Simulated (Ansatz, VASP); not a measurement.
Cu4Ni in VASP and in Ansatz

File INCAR:

```
SYSTEM = Cu4Ni
  ALGO = Fast
  EDIFF = 1E-7
  ENCUT = 520
  GGA = PE
  ISIF = 2
  ISMEAR = 0
  LASPH = .True.
  LCHARG = .False.
  LREAL = .False.
  LWAVE = .False.
  NBANDS = 65
  NELM = 80
  PREC = Accurate
  SIGMA = 0.2
```

KPOINTS

```
k-points
0
Gamma
  6 6 4
  0 0 0
```

Contents of POSCAR:

```
Cu4Ni
1.0
    0.0000000000      0.0000000000      3.6104809753
    2.8440863164     -2.8440863164     -1.8052404877
    5.6881726328      5.6881726328      0.0000000000
Cu Ni
8 2
Direct
    0.8002574723      0.6005149446      0.0988862327
    0.3002574723      0.6005149446      0.5988862327
    0.6997425277      0.3994850554      0.4011137673
    0.1997425277      0.3994850554      0.9011137673
    0.4011137673      0.8022275346      0.3002574723
    0.9011137673      0.8022275346      0.8002574723
    0.0988862327      0.1977724654      0.1997425277
    0.5988862327      0.1977724654      0.6997425277
    0.0000000000      0.0000000000      0.5000000000
    0.5000000000      0.0000000000      0.0000000000
```

Input for Ansatz:

```yaml
crystal:
  lattice:
    - [0.0, 0.0, 3.6104809703]
    - [2.8440863112, -2.8440863112, -1.8052404851]
    - [5.6881726225, 5.6881726225, 0.0]
  atoms:
    - { symbol: Cu, position: [0.8002574721, 0.6005149443, 0.0988862321] }
    - { symbol: Cu, position: [0.3002574721, 0.6005149443, 0.5988862321] }
    - { symbol: Cu, position: [0.6997425279, 0.3994850557, 0.4011137679] }
    - { symbol: Cu, position: [0.1997425279, 0.3994850557, 0.9011137679] }
    - { symbol: Cu, position: [0.4011137679, 0.8022275358, 0.3002574721] }
    - { symbol: Cu, position: [0.9011137679, 0.8022275358, 0.8002574721] }
    - { symbol: Cu, position: [0.0988862321, 0.1977724642, 0.1997425279] }
    - { symbol: Cu, position: [0.5988862321, 0.1977724642, 0.6997425279] }
    - { symbol: Ni, position: [1.0, 1.0, 0.5] }
    - { symbol: Ni, position: [0.5, 0.0, 0.0] }
basis:
  ecutwfc: 420
kpoints:
  mp_grid: { grid: [6, 6, 4] }
hamiltonian:
  xc: pbe
scf:
  occupations: { method: gaussian, width: 0.2 }
  lower_state_search: "off"
output:
  forces: true
  stress: true
  eigenvalues: true
```

Alike in both runs: task single point; functional PBE; k mesh 6 × 6 × 4; occupations gaussian, width 0.2 eV; no spin polarisation.

|  | VASP | Ansatz |
| --- | --- | --- |
| version | VASP 6.6.1 | Ansatz 0.2.0 |
| potentials or method | VASP PAW PBE potentials, release 64 (Cu, Ni), cutoff 520 eV | scalar-relativistic, plane waves, PAW |
| valence electrons in the cell | 108 | 188 |

|  | VASP | Ansatz | Ansatz less VASP |
| --- | --- | --- | --- |
| gap on the k mesh at the Fermi level (eV) | none | none | - |
| pressure (GPa) | 0.5 | 0.1 | -0.46 |
| traceless stress, the component that is largest in VASP (GPa) | -0.18 | -0.20 | -0.020 |

A gap of «none» marks a metal or a gap that the smearing closes. The functional is the same, so the differences come from potentials, cutoffs and numerics. VASP's potentials hold 108 valence electrons a cell and Ansatz's 188, so a difference there can come from the potentials and not from the codes.
